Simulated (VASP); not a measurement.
## Ti: single point with LDA

Crystal: Ti.

```
Ti
1.0
     0.00000    1.91707    1.91707
     1.91707    0.00000    1.91707
     1.91707    1.91707    0.00000
Ti
1
Cartesian
  0.0000 0.0000 0.0000
```

```yaml
Program: VASP 6.6.1
Task: single point
Functional: LDA
Potentials_or_basis: VASP PAW LDA potentials, release 64 (Ti_sv)
Cutoff: 520 eV
k_mesh: 22 × 22 × 22
Occupations: gaussian, width 0.15 eV
Spin: no spin polarisation
```

```
Pressure               : 19.0 GPa
Band gap on the k mesh : zero (band 6 reaches 11.34 eV, above the bottom of band 7 at 9.76 eV)
```

Levels at points of the mesh, in eV from the Fermi level:
| k point | band 4 | band 5 | band 6 | band 7 | band 8 | band 9 |
| --- | --- | --- | --- | --- | --- | --- |
| (0.00, 0.00, 0.00) | -31.63 | -6.42 | 0.93 | 0.93 | 0.93 | 3.07 |
| (0.50, 0.00, 0.00) | -31.79 | -3.11 | 0.74 | 0.74 | 1.44 | 4.54 |
| (0.50, 0.50, 0.00) | -32.08 | -3.42 | -2.41 | 4.10 | 4.51 | 4.93 |

It took 33 s on 1 thread of Intel Xeon 6975P-C (shared host), peak memory 0.16 GiB.
